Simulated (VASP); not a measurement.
# PN (P2_1/c) in VASP: single point with PBE

Aim: the single point of PN with PBE.

Everything below comes from runs of VASP 6.6.1. Logs are shortened: lines on timing, memory, paths and dates and some standing lists are left out, and cuts for length are marked.

**1. The cell of the first run**

It takes space group P2_1/c (No. 14, monoclinic). The conventional cell has a = 3.495 Å, b = 6.057 Å, c = 4.468 Å, α = 90.00°, β = 120.61°, γ = 90.00°. P (site symmetry 1) has 3 N at 1.74 to 1.81 Å and 2 P at 2.28 to 2.32 Å within 2.4 Å. Within 2.3 Å of N (site symmetry 1) lie 3 P at 1.74 to 1.81 Å and 1 N at 2.26 Å.

**2. Single point, PBE**

INCAR reads:

```
SYSTEM = PN
ALGO = Normal ; EDIFF = 1E-6
ENCUT = 520 ; GGA = PE
ISIF = 2 ; ISMEAR = 0
LASPH = .True. ; LCHARG = .True.
LELF = .True. ; LREAL = .False.
LVHAR = .True. ; LWAVE = .False.
NBANDS = 30 ; NELM = 100
PREC = Accurate ; SIGMA = 0.02
```

KPOINTS reads:

```
k-points
0
Gamma
  10 6 8
  0 0 0
```

POSCAR reads:

```
PN
1.0
    3.4950259386      0.0000000000      0.0044551794
    0.0000000000      6.0572486924      0.0000000000
   -2.2800393709      0.0000000000      3.8427772304
P N
4 4
Direct
    0.8618685992      0.9369961307      0.6666958741
    0.8618685992      0.5630038693      0.1666958741
    0.1381314008      0.4369961307      0.8333041259
    0.1381314008      0.0630038693      0.3333041259
    0.8814018190      0.8342991276      0.0374511199
    0.8814018190      0.6657008724      0.5374511199
    0.1185981810      0.3342991276      0.4625488801
    0.1185981810      0.1657008724      0.9625488801
```

Potentials or basis: VASP PAW PBE potentials, release 64 (P, N).

Launch:

```console
$ cat potpaw_PBE.64/P/POTCAR potpaw_PBE.64/N/POTCAR > POTCAR
$ mpirun -np 1 vasp_std > vasp.out
```

OUTCAR:

```text
SYSTEM = PN
   EDIFF = 1E-6
   ENCUT = 520
   GGA = PE
   ISIF = 2
   ISMEAR = 0
   LASPH = .True.
   LREAL = .False.
   NELM = 100
   PREC = Accurate

 ion  position               nearest neighbor table
   1  0.862  0.937  0.667-   5 1.74   6 1.75   8 1.81   4 2.28   4 2.32   4 2.73
   2  0.862  0.563  0.167-   6 1.74   5 1.75   7 1.81   3 2.28   3 2.32   3 2.73
   3  0.138  0.437  0.833-   7 1.74   8 1.75   6 1.81   2 2.28   2 2.32   2 2.73
   4  0.138  0.063  0.333-   8 1.74   7 1.75   5 1.81   1 2.28   1 2.32   1 2.73
   5  0.881  0.834  0.037-   1 1.74   2 1.75   4 1.81
   6  0.881  0.666  0.537-   2 1.74   1 1.75   3 1.81
   7  0.119  0.334  0.463-   3 1.74   4 1.75   2 1.81
   8  0.119  0.166  0.963-   4 1.74   3 1.75   1 1.81

  LATTYP: Found a simple monoclinic cell.
 ALAT       =     3.4950287782
 B/A-ratio  =     1.7331040964
 C/A-ratio  =     1.1543609391
 COS(beta)  =    -0.3023626847

  Lattice vectors:

 A1 = (   3.4950259386,   0.0000000000,   0.0044551794)
 A2 = (   0.0000000000,  -6.0572486924,   0.0000000000)
 A3 = (  -1.2149865677,   0.0000000000,  -3.8472324098)

Analysis of symmetry for initial positions (statically):
=====================================================================
 Subroutine PRICEL returns:
 Original cell was already a primitive cell.

 Routine SETGRP: Setting up the symmetry group for a
 simple monoclinic supercell.

 Subroutine GETGRP returns: Found  4 space group operations
 (whereof  2 operations were pure point group operations)
 out of a pool of  4 trial point group operations.

The static configuration has the point symmetry S_2 .
 The point group associated with its full space group is C_2h.

Analysis of symmetry for dynamics (positions and initial velocities):
=====================================================================
 Subroutine PRICEL returns:
 Original cell was already a primitive cell.

 Routine SETGRP: Setting up the symmetry group for a
 simple monoclinic supercell.

 Subroutine GETGRP returns: Found  4 space group operations
 (whereof  2 operations were pure point group operations)
 out of a pool of  4 trial point group operations.

The dynamic configuration has the point symmetry S_2 .
 The point group associated with its full space group is C_2h.

 Subroutine INISYM returns: Found  4 space group operations
 (whereof  2 operations are pure point group operations),
 and found     1 'primitive' translations

----------------------------------------------------------------------------------------

                                     Primitive cell

  volume of cell :      81.4141

  direct lattice vectors                    reciprocal lattice vectors
     3.495025939  0.000000000  0.004455179     0.285904671  0.000000000  0.169636142
     0.000000000  6.057248692  0.000000000     0.000000000  0.165091455  0.000000000
    -2.280039371  0.000000000  3.842777230    -0.000331468  0.000000000  0.260031790

  length of vectors
     3.495028778  6.057248692  4.468278905     0.332442328  0.165091455  0.260032001

  position of ions in fractional coordinates (direct lattice)
     0.861868599  0.936996131  0.666695874
     0.861868599  0.563003869  0.166695874
     0.138131401  0.436996131  0.833304126
     0.138131401  0.063003869  0.333304126
     0.881401819  0.834299128  0.037451120
     0.881401819  0.665700872  0.537451120
     0.118598181  0.334299128  0.462548880
     0.118598181  0.165700872  0.962548880

  ion indices of the primitive-cell ions
   primitive index   ion index
                 1           1
                 2           2
                 3           3
                 4           4
                 5           5
                 6           6
                 7           7
                 8           8

----------------------------------------------------------------------------------------

 KPOINTS: k-points

Automatic generation of k-mesh.
 Grid dimensions read from file:
 generate k-points for:   10    6    8

 Generating k-lattice:

  Cartesian coordinates                     Fractional coordinates (reciprocal lattice)
     0.028590467  0.000000000  0.016963614     0.100000000  0.000000000  0.000000000
     0.000000000  0.027515243  0.000000000     0.000000000  0.166666667  0.000000000
    -0.000041433  0.000000000  0.032503974    -0.000000000  0.000000000  0.125000000

  Length of vectors
     0.033244233  0.027515243  0.032504000

  Shift w.r.t. Gamma in fractional coordinates (k-lattice)
     0.000000000  0.000000000  0.000000000

 Subroutine IBZKPT returns following result:
 ===========================================

 Found    168 irreducible k-points:

 Following reciprocal coordinates:
            Coordinates               Weight
  0.000000  0.000000  0.000000      1.000000
  0.100000  0.000000  0.000000      2.000000
  0.200000  0.000000  0.000000      2.000000
  0.300000  0.000000  0.000000      2.000000
  0.400000  0.000000 -0.000000      2.000000
  0.500000  0.000000  0.000000      1.000000
[... 16 lines left out ...]
  0.400000  0.500000 -0.000000      2.000000
  0.500000  0.500000  0.000000      1.000000
 [... further k-points ...]
   k-points           NKPTS =    168   k-points in BZ     NKDIM =    168   number of bands    NBANDS=     30
   number of dos      NEDOS =    301   number of ions     NIONS =      8
   total plane-waves  NPLWV =  48384
   dimension x,y,z NGX =    28 NGY =   48 NGZ =   36
   dimension x,y,z NGXF=    56 NGYF=   96 NGZF=   72
   ions per type =               4   4
   NGX,Y,Z   is equivalent  to a cutoff of  13.32, 13.17, 13.39 a.u.
   NGXF,Y,Z  is equivalent  to a cutoff of  26.64, 26.35, 26.79 a.u.
 SYSTEM =  PN
   PREC   = accura    normal or accurate (medium, high low for compatibility)
   ISTART =      0    job   : 0-new  1-cont  2-samecut
   ICHARG =      2    charge: 1-file 2-atom 10-const
   ISPIN  =      1    spin polarized calculation?
   LNONCOLLINEAR =      F non collinear calculations
   LSORBIT =      F    spin-orbit coupling
   LASPH  =      T    aspherical Exc in radial PAW
   ENCUT  =  520.0 eV  38.22 Ry    6.18 a.u.   6.50 11.26  8.31*2*pi/ulx,y,z
   NELM   =    100;   NELMIN=  2; NELMDL= -5     # of ELM steps
   EDIFF  = 0.1E-05   stopping-criterion for ELM
   LREAL  =      F    real-space projection
   EDIFFG = 0.1E-04   stopping-criterion for IOM
   NSW    =      0    number of steps for IOM
   IBRION =     -1    ionic relax: 0-MD 1-quasi-New 2-CG
   NFREE  =      0    steps in history (QN), initial steepest desc. (CG)
   ISIF   =      2    stress and relaxation
   ISYM   =      2    0-nonsym 1-usesym 2-fastsym
   POTIM  = 0.5000    time-step for ionic-motion
   TEBEG  =    0.0;   TEEND  =   0.0 temperature during run
   PSTRESS=    0.0 pullay stress
   NELECT =      40.0000    total number of electrons
   NUPDOWN=      -1.0000    fix difference up-down
   EMIN   =  10.00;   EMAX   =-10.00  energy-range for DOS
   EFERMI =   0.00;   METHOD = LEGACY
   ISMEAR =     0;   SIGMA  =   0.02  broadening in eV -4-tet -1-fermi 0-gaus
   EFERMI_NEDOS =   21; number of points for ismear=-14 and -15
   IALGO  =     38    algorithm
   IMIX   =      4    mixing-type and parameters
     AMIX     =   0.40;   BMIX     =  1.00
     AMIX_MAG =   1.60;   BMIX_MAG =  1.00
  volume/ion in A,a.u.               =      10.18        68.68
  Fermi-wavevector in a.u.,A,eV,Ry     =   1.291799  2.441147 22.704660  1.668745
  Thomas-Fermi vector in A             =   2.423547
   LORBIT       =      0    0 simple, 1 ext, 2 COOP (PROOUT), +10 PAW based schemes
   GGA     = PE    functional components
   LHFCALC =     F    Hartree Fock is set to
   AEXX    =    0.0000 exact exchange contribution
   IVDW    =     0    specifies the selected vdW correction
   LEPSILON=     F    determine dielectric tensor
   LRPA    =     F    only Hartree local field effects (RPA)
 non-spin polarized calculation
 Gauss-broadening in eV      SIGMA  =   0.02
  energy-cutoff  :      520.00
  volume of cell :       81.41
 maximum number of plane-waves:      2218
 NGX is ok and might be reduce to    28
   NGX = 13   NGY = 23   NGZ = 17

 number of electron      39.9999998 magnetization

 Free energy of the ion-electron system (eV)
  ---------------------------------------------------
  ext. energy  EPLUGINS =         0.00000000
  ---------------------------------------------------
  free energy    TOTEN  =       -54.35487713 eV

  energy without entropy =      -54.35487713  energy(sigma->0) =      -54.35487713

 E-fermi :   9.7129     XC(G=0): -11.5568

 val. band max:        9.5282810223   @ k =   0.0000   0.0000   0.0000
 cond. band min:      10.5544116797   @ k =   0.0000   0.0000   0.0000
 fundamental gap:      1.0261306574
 Fermi energy:         9.7128707974

 k-point     1 :       0.0000    0.0000    0.0000
  band No.  band energies     occupation
      1     -11.6761      2.00000
      2      -8.8759      2.00000
      3      -8.6281      2.00000
      4      -5.3912      2.00000
      5      -4.2044      2.00000
      6      -2.1807      2.00000
[... 22 lines left out ...]
     29      16.0903      0.00000
     30      16.3019      0.00000

 k-point     2 :       0.1000    0.0000    0.0000
  band No.  band energies     occupation
      1     -11.6032      2.00000
      2      -8.8345      2.00000
      3      -8.5887      2.00000
      4      -5.4508      2.00000
      5      -4.2237      2.00000
      6      -2.1674      2.00000
[... 22 lines left out ...]
     29      16.1105      0.00000
     30      16.3067      0.00000

 k-point     3 :       0.2000    0.0000    0.0000
  band No.  band energies     occupation
      1     -11.4012      2.00000
      2      -8.7274      2.00000
      3      -8.4870      2.00000
      4      -5.6012      2.00000
      5      -4.2183      2.00000
      6      -2.2046      2.00000
[... 22 lines left out ...]
     29      16.6091      0.00000
     30      17.4222      0.00000

 k-point     4 :       0.3000    0.0000    0.0000
  band No.  band energies     occupation
      1     -11.1241      2.00000
      2      -8.5987      2.00000
      3      -8.3667      2.00000
      4      -5.7751      2.00000
      5      -4.0825      2.00000
      6      -2.4038      2.00000
[... 22 lines left out ...]
     29      17.0219      0.00000
     30      18.2513      0.00000

 k-point     5 :       0.4000    0.0000   -0.0000
  band No.  band energies     occupation
      1     -10.8705      2.00000
      2      -8.4993      2.00000
      3      -8.2801      2.00000
      4      -5.9069      2.00000
      5      -3.7659      2.00000
      6      -2.7849      2.00000
[... 22 lines left out ...]
     29      17.3649      0.00000
     30      18.3922      0.00000
[... 526 lines left out ...]
     29      17.3683      0.00000
     30      17.3683      0.00000

 k-point    22 :       0.3000    0.5000    0.0000
  band No.  band energies     occupation
      1     -10.4053      2.00000
      2     -10.4053      2.00000
      3      -6.4108      2.00000
      4      -6.4108      2.00000
      5      -3.6619      2.00000
      6      -3.6619      2.00000
[... 22 lines left out ...]
     29      17.4277      0.00000
     30      17.4277      0.00000

 k-point    23 :       0.4000    0.5000   -0.0000
  band No.  band energies     occupation
      1     -10.1871      2.00000
      2     -10.1871      2.00000
      3      -6.4543      2.00000
      4      -6.4543      2.00000
      5      -3.8639      2.00000
      6      -3.8639      2.00000
[... 22 lines left out ...]
     29      17.4335      0.00000
     30      17.4335      0.00000

 k-point    24 :       0.5000    0.5000    0.0000
  band No.  band energies     occupation
      1     -10.0981      2.00000
      2     -10.0981      2.00000
      3      -6.4698      2.00000
      4      -6.4698      2.00000
      5      -3.9468      2.00000
      6      -3.9468      2.00000
[... 22 lines left out ...]
     29      17.2276      0.00000
     30      17.2276      0.00000

 [... further k-points ...]

------------------------ aborting loop because EDIFF is reached ----------------------------------------

  FORCE on cell =-STRESS in cart. coord.  units (eV):
  Direction    XX          YY          ZZ          XY          YZ          ZX
  --------------------------------------------------------------------------------------
  -------------------------------------------------------------------------------------
  Total       -0.2186777     -0.7079010     -0.5442361      0.0000000      0.0000000      0.1406757
  in kB       -4.3034402    -13.9310456    -10.7102247      0.0000000      0.0000000      2.7684098
  external PRESSURE =      -9.6482369 kB  Pullay stress =       0.0000000 kB

 VOLUME and BASIS-vectors are now :
 -----------------------------------------------------------------------------
  energy-cutoff  :      520.00
  volume of cell :       81.41
      direct lattice vectors                 reciprocal lattice vectors
     3.495025939  0.000000000  0.004455179     0.285904671  0.000000000  0.169636142
     0.000000000  6.057248692  0.000000000     0.000000000  0.165091455  0.000000000
    -2.280039371  0.000000000  3.842777230    -0.000331468  0.000000000  0.260031790

 POSITION                                       TOTAL-FORCE (eV/Angst)
 -----------------------------------------------------------------------------------
      1.49216      5.67562      2.56580        -0.010393     -0.039110      0.047549
      2.63218      3.41025      0.64441        -0.010393      0.039110      0.047549
     -1.41719      2.64699      3.20282         0.010393     -0.039110     -0.047549
     -0.27717      0.38163      1.28143         0.010393      0.039110     -0.047549
      2.99513      5.05356      0.14784         0.023963     -0.001992     -0.006308
      1.85511      4.03232      2.06923         0.023963      0.001992     -0.006308
     -0.64013      2.02493      1.77800        -0.023963     -0.001992      0.006308
     -1.78015      1.00369      3.69939        -0.023963      0.001992      0.006308
 -----------------------------------------------------------------------------------
    total drift:                               -0.000000     -0.000000      0.000000

  FREE ENERGIE OF THE ION-ELECTRON SYSTEM (eV)
  ---------------------------------------------------
  free  energy   TOTEN  =       -54.3548771307 eV

  energy  without entropy=      -54.3548771307  energy(sigma->0) =      -54.35487713
```

Wall time 5.3 min (1 thread of Intel Xeon Platinum 8259CL at 2.50GHz (Skylake/Cascade Lake), shared host); peak memory 0.41 GiB.

Results:

```yaml
Free_energy: -54.3549 eV
Pressure: -1.0 GPa
Largest_force: 0.062 eV/Å
Band_gap_on_the_k_mesh: 1.03 eV
```

Forces on the atoms (eV/Å):
```
P   -0.010 -0.039  0.048
P   -0.010  0.039  0.048
P    0.010 -0.039 -0.048
P    0.010  0.039 -0.048
N    0.024 -0.002 -0.006
N    0.024  0.002 -0.006
N   -0.024 -0.002  0.006
N   -0.024  0.002  0.006
```

Levels at points of the mesh, in eV from the valence-band top:
```
           k point  band 17  band 18  band 19  band 20  band 21  band 22  band 23  band 24
(0.00, 0.00, 0.00)    -3.85    -2.66    -1.21     0.00     1.03     1.46     1.83     3.48
(0.50, 0.00, 0.00)    -2.76    -2.58    -1.48    -1.25     1.54     2.94     4.14     4.20
(0.00, 0.50, 0.00)    -3.16    -3.16    -1.05    -1.05     1.48     1.48     2.52     2.52
(0.50, 0.50, 0.00)    -2.11    -2.11    -1.24    -1.24     3.16     3.16     4.20     4.20
(0.00, 0.00, 0.50)    -2.83    -2.83    -1.12    -1.12     2.06     2.06     2.97     2.97
(0.50, 0.00, 0.50)    -4.21    -4.21    -2.03    -2.03     1.97     1.97     3.30     3.30
(0.00, 0.50, 0.50)    -3.24    -3.24    -0.18    -0.18     1.35     1.35     2.47     2.47
(0.50, 0.50, 0.50)    -2.84    -2.84    -2.83    -2.83     2.46     2.46     3.28     3.28
```

A k mesh can miss the band edges.
